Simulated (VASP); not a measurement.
The system is TaN.

```xyz
2
Lattice="2.8671 0.0000 0.0000 -1.4335 2.4830 0.0000 0.0000 0.0000 2.8192" Properties=species:S:1:pos:R:3 pbc="T T T"
Ta    0.0000    1.6553    1.4096
N     0.0000    0.0000    0.0000
```

Base run:

- Program: VASP 6.6.1
- Functional: LDA
- Potentials or basis: VASP PAW LDA potentials, release 64 (Ta_sv_GW, N)
- Cutoff: 600 eV
- k mesh: 18 × 18 × 14
- Occupations: fermi-dirac, width 0.15 eV
- Spin: no spin polarisation

Its results: band gap on the k mesh zero (band 9 reaches 13.44 eV, above the bottom of band 10 at 13.06 eV); pressure 17.5 GPa.

Question: The run is repeated on the same cell with these changes: potentials or basis from VASP PAW LDA potentials, release 64 (Ta_sv_GW, N) to VASP PAW LDA potentials, release 64 (Ta_pv, N); cutoff from 600 eV to 520 eV; further incar settings from ALGO = Normal; EDIFF = 1e-06; NBANDS = 16 to ALGO = Normal; EDIFF = 1e-07; NBANDS = 15; valence electrons from 18 to 16. What comes out?

Answer: Band gap on the k mesh zero (band 8 reaches 9.13 eV, above the bottom of band 9 at 8.75 eV); pressure 18.3 GPa.

Caveats: spin-orbit coupling is left out, which moves the levels of the heavy elements.
